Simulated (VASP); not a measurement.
# Te (Pm-3m) in VASP: further runs, part 2 of 2

VASP 6.6.1. Earlier steps stand in the parts before.

### Step 3. Single point, LDA (28.28 Å³/atom)

This run uses another cell than the first one, of 28.28 Å³/atom.

INCAR

```
PREC = Accurate
ENCUT = 520
EDIFF = 1E-6
ISMEAR = -1
SIGMA = 0.1
LREAL = F
LASPH = T
NELM = 80
ALGO = Normal
ISIF = 2
LWAVE = F
LCHARG = F
GGA = CA
NBANDS = 9
```

KPOINTS

```
Automatic mesh
0
Gamma
  11 11 11
```

POSCAR

```
Te
1.0
    3.0467355047      0.0000000000      0.0000000000
    0.0000000000      3.0467355047      0.0000000000
    0.0000000000      0.0000000000      3.0467355047
Te
1
Direct
    0.0000000000      0.0000000000      0.0000000000
```

Potentials or basis: VASP PAW LDA potentials, release 64 (Te).

Run with:

```bash
$ cat potpaw_LDA.64/Te/POTCAR > POTCAR
$ mpirun -np 1 vasp_std > vasp.out
```

OUTCAR:

```text
PREC = Accurate
   ENCUT = 520
   EDIFF = 1E-6
   ISMEAR = -1
   LREAL = F
   LASPH = T
   NELM = 80
   ISIF = 2
   GGA = CA

 ion  position               nearest neighbor table
   1  0.000  0.000  0.000-

  LATTYP: Found a simple cubic cell.
 ALAT       =     3.0467355047

  Lattice vectors:

 A1 = (   3.0467355047,   0.0000000000,   0.0000000000)
 A2 = (   0.0000000000,   3.0467355047,   0.0000000000)
 A3 = (   0.0000000000,   0.0000000000,   3.0467355047)

Analysis of symmetry for initial positions (statically):
=====================================================================
 Subroutine PRICEL returns:
 Original cell was already a primitive cell.

 Routine SETGRP: Setting up the symmetry group for a
 simple cubic supercell.

 Subroutine GETGRP returns: Found 48 space group operations
 (whereof 48 operations were pure point group operations)
 out of a pool of 48 trial point group operations.

The static configuration has the point symmetry O_h .

Analysis of symmetry for dynamics (positions and initial velocities):
=====================================================================
 Subroutine PRICEL returns:
[... 161 lines left out ...]

 k-point     1 :       0.0000    0.0000    0.0000
  band No.  band energies     occupation
      1      -6.4927      2.00000
      2       9.6675      0.00000
      3       9.6675      0.00000
      4       9.6675      0.00000
      5      14.2208      0.00000
      6      14.2208      0.00000
      7      15.3013      0.00000
      8      26.3468      0.00000
      9      26.3468      0.00000
[... 265 lines left out ...]
 k-point    24 :       0.2727    0.0909    0.0909
  band No.  band energies     occupation
      1      -5.2725      2.00000
      2       4.3386      2.00000
      3       9.3192      0.00012
      4       9.5076      0.00002
      5      16.6421      0.00000
      6      16.9710      0.00000
      7      19.3894      0.00000
      8      19.5342      0.00000
      9      22.4325      0.00000

 [... further k-points ...]

------------------------ aborting loop because EDIFF is reached ----------------------------------------

  FORCE on cell =-STRESS in cart. coord.  units (eV):
  Direction    XX          YY          ZZ          XY          YZ          ZX
  --------------------------------------------------------------------------------------
  -------------------------------------------------------------------------------------
  Total        1.1381571      1.1381571      1.1381571     -0.0000000      0.0000000     -0.0000000
  in kB       64.4775494     64.4775494     64.4775494     -0.0000000      0.0000000     -0.0000000
  external PRESSURE =      64.4775494 kB  Pullay stress =       0.0000000 kB

 VOLUME and BASIS-vectors are now :
 -----------------------------------------------------------------------------
  energy-cutoff  :      520.00
  volume of cell :       28.28
      direct lattice vectors                 reciprocal lattice vectors
     3.046735505  0.000000000  0.000000000     0.328220155  0.000000000  0.000000000
     0.000000000  3.046735505  0.000000000     0.000000000  0.328220155  0.000000000
     0.000000000  0.000000000  3.046735505     0.000000000  0.000000000  0.328220155

 POSITION                                       TOTAL-FORCE (eV/Angst)
 -----------------------------------------------------------------------------------
      0.00000      0.00000      0.00000         0.000000      0.000000      0.000000
 -----------------------------------------------------------------------------------
    total drift:                               -0.000000      0.000000      0.000000

  FREE ENERGIE OF THE ION-ELECTRON SYSTEM (eV)
  ---------------------------------------------------
  free  energy   TOTEN  =        -3.7489377382 eV

  energy  without entropy=       -3.7323946397  energy(sigma->0) =       -3.74066619
```

stdout:

```text
POSCAR found type information on POSCAR Te
 POSCAR found :  1 types and       1 ions
 scaLAPACK will be used
 LDA part: xc-table for (Slater(with rela. corr.)+CA(PZ))
 , standard interpolation
 POSCAR, INCAR and KPOINTS ok, starting setup
 FFT: planning ... GRIDC
 FFT: planning ... GRID_SOFT
 FFT: planning ... GRID
 WAVECAR not read
 entering main loop
```

It took 14 s on 1 thread of Intel Xeon 8259CL, shared host; peak memory 0.13 GiB.

Results:

```
Free energy            : -3.7489 eV
Pressure               : 6.4 GPa
Band gap on the k mesh : zero (bands 3 and 4 overlap by 6.36 eV)
```

Caveat: the cell stands under pressure; spin-orbit coupling is left out, which moves the levels of the heavy elements.

### Step 4. Single point, LDA (29.51 Å³/atom)

This run uses another cell than the first one, of 29.51 Å³/atom.

INCAR

```
ALGO = Normal ; EDIFF = 1E-6
ENCUT = 520 ; GGA = CA
ISIF = 2 ; ISMEAR = -1
LASPH = T ; LCHARG = F
LREAL = F ; LWAVE = F
NBANDS = 9 ; NELM = 80
PREC = Accurate ; SIGMA = 0.1
```

KPOINTS

```
k-points
0
Gamma
  11 11 11
```

POSCAR

```
Te
1.0
    3.0902661788      0.0000000000      0.0000000000
    0.0000000000      3.0902661788      0.0000000000
    0.0000000000      0.0000000000      3.0902661788
Te
1
Direct
    0.0000000000      0.0000000000      0.0000000000
```

Run with:

```bash
$ cat potpaw_LDA.64/Te/POTCAR > POTCAR
$ mpirun -np 1 vasp_std > vasp.out
```

Run time: 14 s. Hardware: 1 thread of Intel Xeon 8259CL, shared host; peak memory 0.13 GiB.

Results (log left out):

```
Free energy            : -3.7844 eV
Pressure               : 2.9 GPa
Band gap on the k mesh : zero (bands 3 and 4 overlap by 6.06 eV)
```

Levels at points of the mesh, in eV from the Fermi level:
| k point | band 1 | band 2 | band 3 | band 4 | band 5 | band 6 | band 7 | band 8 |
| --- | --- | --- | --- | --- | --- | --- | --- | --- |
| (0.00, 0.00, 0.00) | -14.45 | 1.28 | 1.28 | 1.28 | 5.93 | 5.93 | 6.77 | 17.72 |

Caveat: spin-orbit coupling is left out, which moves the levels of the heavy elements.

### Step 5. Single point, LDA

This run uses another cell than the first one, of 30.74 Å³/atom.

INCAR

```
SYSTEM = Te
PREC = Accurate
ENCUT = 520
EDIFF = 1E-7
ISMEAR = -1
SIGMA = 0.1
LREAL = .False.
LASPH = .True.
NELM = 80
ALGO = Normal
ISIF = 2
LWAVE = .False.
LCHARG = .True.
GGA = CA
LELF = .True.
LVHAR = .True.
NBANDS = 9
```

KPOINTS

```
Automatic mesh
0
Gamma
  10 10 10
  0 0 0
```

POSCAR

```
Te
1.0
    3.1326038533      0.0000000000      0.0000000000
    0.0000000000      3.1326038533      0.0000000000
    0.0000000000      0.0000000000      3.1326038533
Te
1
Direct
    0.0000000000      0.0000000000      0.0000000000
```

Run with:

```bash
$ cat potpaw_LDA.64/Te/POTCAR > POTCAR
$ mpirun -np 1 vasp_std > vasp.out
```

Run time: 13 s. Hardware: 1 thread of Intel Xeon 8259CL, shared host; peak memory 0.13 GiB.

The run converged. Its results:

- Free energy: -3.7979 eV
- Pressure: 0.1 GPa
- Band gap on the k mesh: zero (bands 3 and 4 overlap by 5.92 eV)

Levels at points of the mesh, in eV from the Fermi level:
```csv
k point,band 1,band 2,band 3,band 4,band 5,band 6
"(0.00, 0.00, 0.00)",-14.15,1.19,1.19,1.19,5.94,5.94
"(0.50, 0.00, 0.00)",-12.25,-6.48,2.70,2.70,7.81,9.64
"(0.50, 0.50, 0.00)",-10.29,-4.78,-4.78,1.75,4.17,11.08
"(0.50, 0.50, 0.50)",-8.21,-3.21,-3.21,-3.21,4.20,4.20
```

Caveat: spin-orbit coupling is left out, which moves the levels of the heavy elements.

### Step 6. Single point, LDA (30.74 Å³/atom)

This run uses another cell than the first one, of 30.74 Å³/atom.

INCAR

```
PREC = Accurate
ENCUT = 520
EDIFF = 1E-6
ISMEAR = -1
SIGMA = 0.1
LREAL = False
LASPH = True
NELM = 100
ALGO = Normal
ISIF = 2
LWAVE = False
LCHARG = True
GGA = CA
LELF = True
LVHAR = True
NBANDS = 9
```

KPOINTS

```
regular mesh
0
Gamma
  11 11 11
```

POSCAR is that of step 5.

Potentials or basis: VASP PAW LDA potentials, release 64 (Te).

Run with:

```bash
$ cat potpaw_LDA.64/Te/POTCAR > POTCAR
$ mpirun -np 1 vasp_std > vasp.out
```

Run time: 13 s. Hardware: 1 thread of Intel Xeon 8259CL, shared host; peak memory 0.13 GiB.

It converged, with:

```
Free energy            : -3.7956 eV
Pressure               : 0.1 GPa
Band gap on the k mesh : zero (bands 3 and 4 overlap by 5.77 eV)
```

Levels at points of the mesh, in eV from the Fermi level:
```tsv
k point	band 1	band 2	band 3	band 4	band 5	band 6	band 7	band 8
(0.00, 0.00, 0.00)	-14.10	1.24	1.24	1.24	5.99	5.99	6.59	17.45
```

Caveat: spin-orbit coupling is left out, which moves the levels of the heavy elements.

### Step 7. Overview

```tsv
cell	k mesh	gap on the mesh (eV)	pressure (GPa)
a = 3.002 Å, 1 atom	11 × 11 × 11	none	10.9
a = 3.047 Å, 1 atom	11 × 11 × 11	none	6.4
a = 3.090 Å, 1 atom	11 × 11 × 11	none	2.9
a = 3.133 Å, 1 atom	10 × 10 × 10	none	0.1
a = 3.133 Å, 1 atom	11 × 11 × 11	none	0.1
```

Alike in all rows: task single point; level LDA; potentials or basis VASP PAW LDA potentials, release 64 (Te); no spin polarisation; cutoff (eV) 520; smearing fermi-dirac 0.1 eV.

Caveats: spin-orbit coupling is left out, which moves the levels of the heavy elements; the cell stands under pressure (at least some runs).

Total energies depend on the potentials used, so only differences within one code and one set of settings carry meaning.
